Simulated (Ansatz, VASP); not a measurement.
# EuO in VASP and in Ansatz

INCAR

```
ALGO     = Normal         # electronic algorithm
EDIFF    = 1E-6           # SCF threshold, eV
ENCUT    = 600            # plane-wave cutoff, eV
GGA      = PE             # functional
GGA_COMPAT= F            
ISIF     = 2              # what is computed and relaxed
ISMEAR   = -1             # smearing method
ISPIN    = 2              # spin polarisation
LASPH    = T              # aspherical terms in the spheres
LCHARG   = F              # write CHGCAR
LDAU     = T              # DFT+U
LDAUJ    = 0 0          
LDAUL    = 3 -1           # shell
LDAUPRINT= 1            
LDAUTYPE = 2            
LDAUU    = 3 0            # U, eV
LMAXMIX  = 6              # l up to which the mixer works
LORBIT   = 11             # projections on sites
LREAL    = F              # projectors in reciprocal space
LWAVE    = F              # write WAVECAR
MAGMOM   = 4.9 0          # initial moments
NBANDS   = 22             # bands
NELM     = 200            # most SCF steps
PREC     = Accurate       # precision mode
SIGMA    = 0.1            # smearing width, eV
```

Contents of KPOINTS:

```
k-points
0
Gamma
  6 6 6
```

Contents of POSCAR:

```
EuO
1.0
    0.0000000000      2.5719500000      2.5719500000
    2.5719500000      0.0000000000      2.5719500000
    2.5719500000      2.5719500000      0.0000000000
Eu O
1 1
Direct
    0.0000000000      0.0000000000      0.0000000000
    0.5000000000      0.5000000000      0.5000000000
```

Input for Ansatz:

```yaml
crystal:
  lattice:
    - [0.0, 2.57195, 2.57195]
    - [2.57195, 0.0, 2.57195]
    - [2.57195, 2.57195, 0.0]
  atoms:
    - { symbol: Eu, position: [0.0, 0.0, 0.0] }
    - { symbol: O, position: [0.5, 0.5, 0.5] }
basis:
  ecutwfc: 550.0
kpoints:
  mp_grid:
    grid: [6, 6, 6]
hamiltonian:
  xc: pbe
  hubbard:
    - { species: Eu, l: f, u_eff: 3.0 }
magnetization:
  spin_polarized: true
  per_species:
    Eu: 4.9
scf:
  occupations:
    method: fermi_dirac
    width: 0.1
output:
  forces: true
  stress: true
```

Alike in both runs: task single point; functional PBE; k mesh 6 × 6 × 6; occupations fermi-dirac, width 0.1 eV; collinear spin; Hubbard terms Eu f U = 3.0 eV.

|  | VASP | Ansatz |
| --- | --- | --- |
| version | VASP 6.6.1 | Ansatz 0.2.0 |
| potentials or method | VASP PAW PBE potentials, release 64 (Eu, O), cutoff 600 eV | plane waves, PAW |
| valence electrons in the cell | 23 | 23 |

```tsv
	VASP	Ansatz	Ansatz less VASP
gap on the k mesh at the Fermi level (eV)	none	none	-
pressure (GPa)	-1.5	-0.9	+0.67
net moment per atom (μB)	3.50	3.50	+0.003
size of the moment on the site where the two differ most (μB)	6.66	6.70	+0.040
```

Site moments also hang on the region over which each program counts them. The programs project onto different local orbitals, so the same U acts differently, and such runs can settle in different states. A gap of «none» marks a metal or a gap that the smearing closes. Ansatz's warnings: filled band counts differ across k points, given moment on shells.

Neither program's run includes spin-orbit coupling.
